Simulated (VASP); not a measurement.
Here is a VASP 6.6.1 calculation.

Contents of POSCAR:

```
C
1.0
    0.0000000000      1.7621420721      1.7621420721
    1.7621420721      0.0000000000      1.7621420721
    1.7621420721      1.7621420721      0.0000000000
C
2
Direct
    0.0000000000      0.0000000000      0.0000000000
    0.2500000000      0.2500000000      0.2500000000
```

INCAR.step1

```
PREC     = Accurate       # precision mode
ENCUT    = 660            # plane-wave cutoff, eV
ISMEAR   = 0              # smearing method
SIGMA    = 0.01           # smearing width, eV
LREAL    = False          # projectors in reciprocal space
LASPH    = True           # aspherical terms in the spheres
NELM     = 120            # most SCF steps
NBANDS   = 11             # bands
GGA      = PE             # functional
ALGO     = Normal         # electronic algorithm
EDIFF    = 1E-5           # SCF threshold, eV
LWAVE    = True           # write WAVECAR
LCHARG   = False          # write CHGCAR
GGA_COMPAT= False
```

Contents of INCAR.step2:

```
PREC     = Accurate       # precision mode
ENCUT    = 660            # plane-wave cutoff, eV
EDIFF    = 1E-6           # SCF threshold, eV
ISMEAR   = 0              # smearing method
SIGMA    = 0.01           # smearing width, eV
LREAL    = False          # projectors in reciprocal space
LASPH    = True           # aspherical terms in the spheres
NELM     = 120            # most SCF steps
ALGO     = Normal         # electronic algorithm
ISIF     = 2              # what is computed and relaxed
LWAVE    = False          # write WAVECAR
LCHARG   = False          # write CHGCAR
METAGGA  = R2SCAN         # meta-GGA
LMIXTAU  = True         
NBANDS   = 11             # bands
ISTART   = 1            
GGA_COMPAT= False
```

Contents of KPOINTS:

```
Automatic mesh
0
Gamma
  10 10 10
```

Potentials or basis: VASP PAW PBE potentials, release 64 (C).

Run with:

```console
$ cat potpaw_PBE.64/C/POTCAR > POTCAR
$ cp INCAR.step1 INCAR
$ mpirun -np 1 vasp_std > vasp.out
$ cp INCAR.step2 INCAR
$ mpirun -np 1 vasp_std > vasp.out
```

What does it give for the band gap on the k mesh?

4.45 eV, indirect (least direct gap 5.94 eV).

What does it give for the pressure?

14.7 GPa.

Caveat: the PAW data sets were made with another functional, which shifts forces and pressure a little. A k mesh can miss the band edges.
